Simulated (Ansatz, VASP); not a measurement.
One calculation of GdO, two programs

```
CELL_PARAMETERS angstrom
0.00000 2.70000 2.70000
2.70000 0.00000 2.70000
2.70000 2.70000 0.00000
ATOMIC_POSITIONS crystal
Gd 0.00000 0.00000 0.00000
O 0.75000 0.75000 0.75000
```

Alike in both runs: task single point; functional PBE; k mesh 9 × 9 × 9; occupations fermi-dirac, width 0.05 eV; collinear spin.

|  | VASP | Ansatz |
| --- | --- | --- |
| version | VASP 6.6.1 | Ansatz 0.2.0 |
| potentials or method | VASP PAW PBE potentials, release 64 (Gd, O) | Ansatz PAW |
| plane-wave cutoff (eV) | 520 | 420 |
| valence electrons in the cell | 24 | 24 |

Ansatz gave:

- gap on the k mesh at the Fermi level (eV): none
- pressure (GPa): -0.6
- net moment per atom (μB): 3.77
- size of the moment on the site where the two differ most (μB): 6.83

Question: Estimate VASP's values.

Answer: gap on the k mesh at the Fermi level (eV): none; pressure (GPa): -0.5; net moment per atom (μB): 3.78; size of the moment on the site where the two differ most (μB): 6.87.

Site moments also hang on the region over which each program counts them. A gap of «none» marks a metal or a gap that the smearing closes.

Neither program's run includes spin-orbit coupling.
